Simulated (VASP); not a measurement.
# NaCl (P-3m1) in VASP: notebook

Runs on NaCl. Level: PBE. Tasks: single point.

Program: VASP 6.6.1. These are calculated values, not measurements. Logs are shortened: lines on timing, memory, paths and dates and some standing lists are left out, and cuts for length are marked.

## 1. The cell of the first run

It takes space group P-3m1 (No. 164, trigonal). The conventional cell has a = 3.983 Å, b = 3.983 Å, c = 16.998 Å, α = 90.00°, β = 90.00°, γ = 120.00°. Na (site symmetry 3m) has 6 Cl at 2.83 to 2.84 Å within 3.7 Å. Within 3.7 Å of Na (site symmetry -3m) lie 6 Cl at 2.83 Å. Within 3.8 Å of Na (site symmetry 3m) lie 6 Cl at 2.90 Å. Within 3.7 Å of Cl (site symmetry 3m) lie 6 Na at 2.83 Å. Within 3.7 Å of Cl (site symmetry 3m) lie 6 Na at 2.84 to 2.90 Å and 1 Cl at 3.52 Å. Cl (site symmetry -3m) has 6 Na at 2.90 Å and 2 Cl at 3.52 Å within 3.8 Å.

## 2. Single point, PBE

The input, INCAR:

```
SYSTEM = NaCl
PREC     = Accurate       ! precision mode
ENCUT    = 500            ! plane-wave cutoff, eV
EDIFF    = 1E-6           ! SCF threshold, eV
ISMEAR   = 0              ! smearing method
SIGMA    = 0.02           ! smearing width, eV
LREAL    = .False.        ! projectors in reciprocal space
LASPH    = .True.         ! aspherical terms in the spheres
NELM     = 120            ! most SCF steps
ALGO     = Normal         ! electronic algorithm
ISIF     = 2              ! what is computed and relaxed
LWAVE    = .False.        ! write WAVECAR
LCHARG   = .False.        ! write CHGCAR
GGA      = PE             ! functional
NBANDS   = 46             ! bands
GGA_COMPAT= .False.
```

The input, KPOINTS:

```
Automatic mesh
0
Gamma
  9 9 3
  0 0 0
```

The input, POSCAR:

```
NaCl
1.0
    3.9828522939      0.0000000000      0.0000000000
   -1.9914261469      3.4492512661      0.0000000000
    0.0000000000      0.0000000000     16.9982172750
Na Cl
5 5
Direct
    0.0000000000      0.0000000000      0.0049909232
    0.3333333333      0.6666666667      0.2000000000
    0.6666666667      0.3333333333      0.3950090768
    0.0000000000      0.0000000000      0.5962373107
    0.6666666667      0.3333333333      0.8037626893
    0.6666666667      0.3333333333      0.1024963599
    0.0000000000      0.0000000000      0.2975036401
    0.3333333333      0.6666666667      0.4926314359
    0.3333333333      0.6666666667      0.7000000000
    0.3333333333      0.6666666667      0.9073685641
```

Potentials or basis: VASP PAW PBE potentials, release 64 (Na_pv, Cl).

Command:

```sh
> cat potpaw_PBE.64/Na_pv/POTCAR potpaw_PBE.64/Cl/POTCAR > POTCAR
> mpirun -np 1 vasp_std > vasp.out
```

OUTCAR:

```text
SYSTEM = NaCl
   PREC = Accurate
   ENCUT = 500
   EDIFF = 1E-6
   ISMEAR = 0
   LREAL = .False.
   LASPH = .True.
   NELM = 120
   ISIF = 2
   GGA = PE

 ion  position               nearest neighbor table
   1  0.000  0.000  0.005-
   2  0.333  0.667  0.200-
   3  0.667  0.333  0.395-
   4  0.000  0.000  0.596-
   5  0.667  0.333  0.804-
   6  0.667  0.333  0.102-
   7  0.000  0.000  0.298-
   8  0.333  0.667  0.493-
   9  0.333  0.667  0.700-
  10  0.333  0.667  0.907-

  LATTYP: Found a hexagonal cell.
 ALAT       =     3.9828522939
 C/A-ratio  =     4.2678502793

  Lattice vectors:

 A1 = (   3.9828522939,   0.0000000000,   0.0000000000)
 A2 = (  -1.9914261469,   3.4492512661,   0.0000000000)
 A3 = (   0.0000000000,   0.0000000000,  16.9982172750)

Analysis of symmetry for initial positions (statically):
=====================================================================
 Subroutine PRICEL returns:
 Original cell was already a primitive cell.

 Routine SETGRP: Setting up the symmetry group for a
 hexagonal supercell.

 Subroutine GETGRP returns: Found 12 space group operations
 (whereof  6 operations were pure point group operations)
 out of a pool of 24 trial point group operations.

The static configuration has the point symmetry C_3v.
 The point group associated with its full space group is D_3d.

Analysis of symmetry for dynamics (positions and initial velocities):
=====================================================================
 Subroutine PRICEL returns:
 Original cell was already a primitive cell.

 Routine SETGRP: Setting up the symmetry group for a
 hexagonal supercell.

 Subroutine GETGRP returns: Found 12 space group operations
 (whereof  6 operations were pure point group operations)
 out of a pool of 24 trial point group operations.

The dynamic configuration has the point symmetry C_3v.
 The point group associated with its full space group is D_3d.

 Subroutine INISYM returns: Found 12 space group operations
 (whereof  6 operations are pure point group operations),
 and found     1 'primitive' translations

----------------------------------------------------------------------------------------

                                     Primitive cell

  volume of cell :     233.5191

  direct lattice vectors                    reciprocal lattice vectors
     3.982852294  0.000000000  0.000000000     0.251076346  0.144958996  0.000000000
    -1.991426147  3.449251266  0.000000000     0.000000000  0.289917992  0.000000000
     0.000000000  0.000000000 16.998217275     0.000000000  0.000000000  0.058829699

  length of vectors
     3.982852294  3.982852294 16.998217275     0.289917992  0.289917992  0.058829699

  position of ions in fractional coordinates (direct lattice)
     0.000000000  0.000000000  0.004990923
     0.333333333  0.666666667  0.200000000
     0.666666667  0.333333333  0.395009077
     0.000000000  0.000000000  0.596237311
     0.666666667  0.333333333  0.803762689
     0.666666667  0.333333333  0.102496360
     0.000000000  0.000000000  0.297503640
     0.333333333  0.666666667  0.492631436
     0.333333333  0.666666667  0.700000000
     0.333333333  0.666666667  0.907368564

  ion indices of the primitive-cell ions
   primitive index   ion index
                 1           1
                 2           2
                 3           3
                 4           4
                 5           5
                 6           6
                 7           7
                 8           8
                 9           9
                10          10

----------------------------------------------------------------------------------------

 KPOINTS: Automatic mesh

Automatic generation of k-mesh.
 Grid dimensions read from file:
 generate k-points for:    9    9    3

 Generating k-lattice:

  Cartesian coordinates                     Fractional coordinates (reciprocal lattice)
     0.027897372  0.016106555  0.000000000     0.111111111  0.000000000  0.000000000
     0.000000000  0.032213110  0.000000000     0.000000000  0.111111111  0.000000000
     0.000000000  0.000000000  0.019609900     0.000000000  0.000000000  0.333333333

  Length of vectors
     0.032213110  0.032213110  0.019609900

  Shift w.r.t. Gamma in fractional coordinates (k-lattice)
     0.000000000  0.000000000  0.000000000

 Subroutine IBZKPT returns following result:
 ===========================================

 Found     31 irreducible k-points:

 Following reciprocal coordinates:
            Coordinates               Weight
  0.000000  0.000000  0.000000      1.000000
  0.111111  0.000000  0.000000      6.000000
  0.222222  0.000000  0.000000      6.000000
  0.333333  0.000000  0.000000      6.000000
  0.444444  0.000000  0.000000      6.000000
  0.111111  0.111111  0.000000      6.000000
[... 16 lines left out ...]
  0.222222  0.111111  0.333333     12.000000
 -0.111111  0.333333  0.333333     12.000000
 [... further k-points ...]
   k-points           NKPTS =     31   k-points in BZ     NKDIM =     31   number of bands    NBANDS=     46
   number of dos      NEDOS =    301   number of ions     NIONS =     10
   total plane-waves  NPLWV = 113400
   dimension x,y,z NGX =    30 NGY =   30 NGZ =  126
   dimension x,y,z NGXF=    60 NGYF=   60 NGZF=  252
   ions per type =               5   5
   NGX,Y,Z   is equivalent  to a cutoff of  12.52, 12.52, 12.32 a.u.
   NGXF,Y,Z  is equivalent  to a cutoff of  25.04, 25.04, 24.65 a.u.
 SYSTEM =  NaCl
   PREC   = accura    normal or accurate (medium, high low for compatibility)
   ISTART =      0    job   : 0-new  1-cont  2-samecut
   ICHARG =      2    charge: 1-file 2-atom 10-const
   ISPIN  =      1    spin polarized calculation?
   LNONCOLLINEAR =      F non collinear calculations
   LSORBIT =      F    spin-orbit coupling
   LASPH  =      T    aspherical Exc in radial PAW
   ENCUT  =  500.0 eV  36.75 Ry    6.06 a.u.   7.26  7.26 30.99*2*pi/ulx,y,z
   NELM   =    120;   NELMIN=  2; NELMDL= -5     # of ELM steps
   EDIFF  = 0.1E-05   stopping-criterion for ELM
   LREAL  =      F    real-space projection
[... 7 lines left out ...]
   TEBEG  =    0.0;   TEEND  =   0.0 temperature during run
   PSTRESS=    0.0 pullay stress
   NELECT =      70.0000    total number of electrons
   NUPDOWN=      -1.0000    fix difference up-down
   EMIN   =  10.00;   EMAX   =-10.00  energy-range for DOS
   EFERMI =   0.00;   METHOD = LEGACY
   ISMEAR =     0;   SIGMA  =   0.02  broadening in eV -4-tet -1-fermi 0-gaus
   EFERMI_NEDOS =   21; number of points for ismear=-14 and -15
   IALGO  =     38    algorithm
   IMIX   =      4    mixing-type and parameters
     AMIX     =   0.40;   BMIX     =  1.00
     AMIX_MAG =   1.60;   BMIX_MAG =  1.00
  volume/ion in A,a.u.               =      23.35       157.59
  Fermi-wavevector in a.u.,A,eV,Ry     =   1.095637  2.070454 16.332713  1.200421
  Thomas-Fermi vector in A             =   2.231964
   LORBIT       =      0    0 simple, 1 ext, 2 COOP (PROOUT), +10 PAW based schemes
   GGA     = PE    functional components
   LHFCALC =     F    Hartree Fock is set to
   AEXX    =    0.0000 exact exchange contribution
   IVDW    =     0    specifies the selected vdW correction
   LEPSILON=     F    determine dielectric tensor
   LRPA    =     F    only Hartree local field effects (RPA)
 non-spin polarized calculation
 Gauss-broadening in eV      SIGMA  =   0.02
  energy-cutoff  :      500.00
  volume of cell :      233.52
 maximum number of plane-waves:      5972
 NGX is ok and might be reduce to    30
   NGX = 15   NGY = 15   NGZ = 61

 number of electron      70.0000029 magnetization

 Free energy of the ion-electron system (eV)
  ---------------------------------------------------
  ext. energy  EPLUGINS =         0.00000000
  ---------------------------------------------------
  free energy    TOTEN  =       -33.64357607 eV

  energy without entropy =      -33.64357607  energy(sigma->0) =      -33.64357607

 E-fermi :  -0.6685     XC(G=0):  -7.9778

 val. band max:       -0.8380688450   @ k =   0.0000   0.0000   0.0000
 cond. band min:       3.9117524219   @ k =   0.0000   0.0000   0.0000
 fundamental gap:      4.7498212669
 Fermi energy:        -0.6684812808

 k-point     1 :       0.0000    0.0000    0.0000
  band No.  band energies     occupation
      1     -22.0900      2.00000
      2     -22.0900      2.00000
      3     -22.0895      2.00000
      4     -22.0895      2.00000
      5     -22.0834      2.00000
      6     -22.0749      2.00000
[... 38 lines left out ...]
     45       9.6957      0.00000
     46      10.1096      0.00000

 k-point     2 :       0.1111    0.0000    0.0000
  band No.  band energies     occupation
      1     -22.0921      2.00000
      2     -22.0916      2.00000
      3     -22.0905      2.00000
      4     -22.0899      2.00000
      5     -22.0825      2.00000
      6     -22.0745      2.00000
[... 38 lines left out ...]
     45       9.6028      0.00000
     46       9.6280      0.00000

 k-point     3 :       0.2222    0.0000    0.0000
  band No.  band energies     occupation
      1     -22.0975      2.00000
      2     -22.0964      2.00000
      3     -22.0918      2.00000
      4     -22.0908      2.00000
      5     -22.0803      2.00000
      6     -22.0739      2.00000
[... 38 lines left out ...]
     45       8.9839      0.00000
     46       9.2401      0.00000

 k-point     4 :       0.3333    0.0000    0.0000
  band No.  band energies     occupation
      1     -22.1037      2.00000
      2     -22.1018      2.00000
      3     -22.0932      2.00000
      4     -22.0919      2.00000
      5     -22.0776      2.00000
      6     -22.0733      2.00000
[... 920 lines left out ...]
     45       9.0689      0.00000
     46       9.2732      0.00000

 k-point    23 :       0.2222    0.1111    0.3333
  band No.  band energies     occupation
      1     -22.1010      2.00000
      2     -22.0996      2.00000
      3     -22.0931      2.00000
      4     -22.0923      2.00000
      5     -22.0785      2.00000
      6     -22.0734      2.00000
[... 38 lines left out ...]
     45       8.7424      0.00000
     46       9.0906      0.00000

 k-point    24 :      -0.1111    0.3333    0.3333
  band No.  band energies     occupation
      1     -22.1010      2.00000
      2     -22.0996      2.00000
      3     -22.0931      2.00000
      4     -22.0923      2.00000
      5     -22.0785      2.00000
      6     -22.0734      2.00000
[... 38 lines left out ...]
     45       8.7672      0.00000
     46       8.9929      0.00000

 [... further k-points ...]
[... 5 lines left out ...]
  --------------------------------------------------------------------------------------
  -------------------------------------------------------------------------------------
  Total       -0.0739644     -0.0739644     -0.0401368     -0.0000000      0.0000000      0.0000000
  in kB       -0.5074706     -0.5074706     -0.2753793     -0.0000000      0.0000000      0.0000000
  external PRESSURE =      -0.4301069 kB  Pullay stress =       0.0000000 kB

 VOLUME and BASIS-vectors are now :
 -----------------------------------------------------------------------------
  energy-cutoff  :      500.00
  volume of cell :      233.52
      direct lattice vectors                 reciprocal lattice vectors
     3.982852294  0.000000000  0.000000000     0.251076346  0.144958996  0.000000000
    -1.991426147  3.449251266  0.000000000     0.000000000  0.289917992  0.000000000
     0.000000000  0.000000000 16.998217275     0.000000000  0.000000000  0.058829699

 POSITION                                       TOTAL-FORCE (eV/Angst)
 -----------------------------------------------------------------------------------
      0.00000      0.00000      0.08484        -0.000000      0.000000      0.002944
     -0.00000      2.29950      3.39964        -0.000000     -0.000000      0.000000
      1.99143      1.14975      6.71445         0.000000     -0.000000     -0.002944
      0.00000      0.00000     10.13497        -0.000000      0.000000     -0.000687
      1.99143      1.14975     13.66253        -0.000000     -0.000000      0.000687
      1.99143      1.14975      1.74226         0.000000     -0.000000     -0.000130
      0.00000      0.00000      5.05703        -0.000000      0.000000      0.000130
     -0.00000      2.29950      8.37386         0.000000     -0.000000      0.002985
     -0.00000      2.29950     11.89875        -0.000000     -0.000000      0.000000
     -0.00000      2.29950     15.42365         0.000000     -0.000000     -0.002985
 -----------------------------------------------------------------------------------
    total drift:                                0.000000     -0.000000      0.000021

  FREE ENERGIE OF THE ION-ELECTRON SYSTEM (eV)
  ---------------------------------------------------
  free  energy   TOTEN  =       -33.6435760718 eV

  energy  without entropy=      -33.6435760718  energy(sigma->0) =      -33.64357607
```

Wall time 6.5 min (1 thread of Intel Xeon Platinum 8488C (Sapphire Rapids), shared host); peak memory 0.43 GiB.

What came out:

* Free energy: -33.6436 eV
* Pressure: 0.0 GPa
* Band gap on the k mesh: 4.75 eV

Forces on the atoms (eV/Å):
```
Na   0.000  0.000  0.003
Na   0.000  0.000  0.000
Na   0.000  0.000 -0.003
Na   0.000  0.000 -0.001
Na   0.000  0.000  0.001
Cl   0.000  0.000  0.000
Cl   0.000  0.000  0.000
Cl   0.000  0.000  0.003
Cl   0.000  0.000  0.000
Cl   0.000  0.000 -0.003
```

(Continued in part 2 of 2.)
